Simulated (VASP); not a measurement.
Wanted: the native input for a VASP 6.6.1 run.

```yaml
Task: single point
Functional: PBE
Potentials_or_basis: VASP PAW PBE potentials, release 64 (Sm_3, Zn, I), 4f in core
Cutoff: 500 eV
k_mesh: 4 × 4 × 2
Occupations: gaussian, width 0.2 eV
Spin: no spin polarisation
Dipole_correction: no
Mended: yes
Further_INCAR_settings: ALGO = Normal; EDIFF = 1e-06; NBANDS = 40
```

The structure of SmZn3I2 lies in POSCAR:

```
SmZn3I2
1.0
    5.5766673490      0.0000000000      0.0000000000
    0.0000000000      5.5766673490      0.0000000000
    0.0000000000      0.0000000000      9.2679909951
Sm Zn I
1 3 2
Direct
    0.0000000000      0.0000000000      0.0000000000
    0.0000000000      0.0000000000      0.3249647299
    0.0000000000      0.0000000000      0.6750352701
    0.5000000000      0.5000000000      0.5000000000
    0.0000000000      0.5000000000      0.5000000000
    0.5000000000      0.0000000000      0.5000000000
```

The cell was built from a structure type or drawn by symmetry, and may not be a known phase.

These files were run (other wordings do the same):

INCAR

```
SYSTEM = SmZn3I2
ALGO = Normal
EDIFF = 1E-6
ENCUT = 500
GGA = PE
GGA_COMPAT = .False.
ISIF = 2
ISMEAR = 0
LASPH = .True.
LCHARG = .True.
LELF = .True.
LMAXMIX = 6
LREAL = .False.
LVHAR = .True.
LWAVE = .False.
NBANDS = 40
NELM = 200
PREC = Accurate
SIGMA = 0.2
```

KPOINTS

```
k-points
0
Gamma
  4 4 2
  0 0 0
```

Potentials or basis: VASP PAW PBE potentials, release 64 (Sm_3, Zn, I), 4f in core.

Run with:

```bash
$ cat potpaw_PBE.64/Sm_3/POTCAR potpaw_PBE.64/Zn/POTCAR potpaw_PBE.64/I/POTCAR > POTCAR
$ mpirun -np 1 vasp_std > vasp.out
```

Results of the run:

```json
{
 "Pressure": "0.5 GPa",
 "Largest force": "0.016 eV/Å",
 "Band gap on the k mesh": "zero (an odd number of electrons rules out a gap without spin polarisation)"
}
```

Caveat: spin-orbit coupling is left out, which moves the levels of the heavy elements; the 4f electrons are frozen in the core, so they carry no moment and show no levels; an odd number of electrons without spin polarisation forces a metal; a magnetic or distorted state may lie lower; the run has no spin polarisation, though such a crystal can be magnetic.

Run time: 87 s on 1 thread of AMD EPYC 9R45 (Zen 5), with other jobs on the host, peak memory 0.38 GiB.
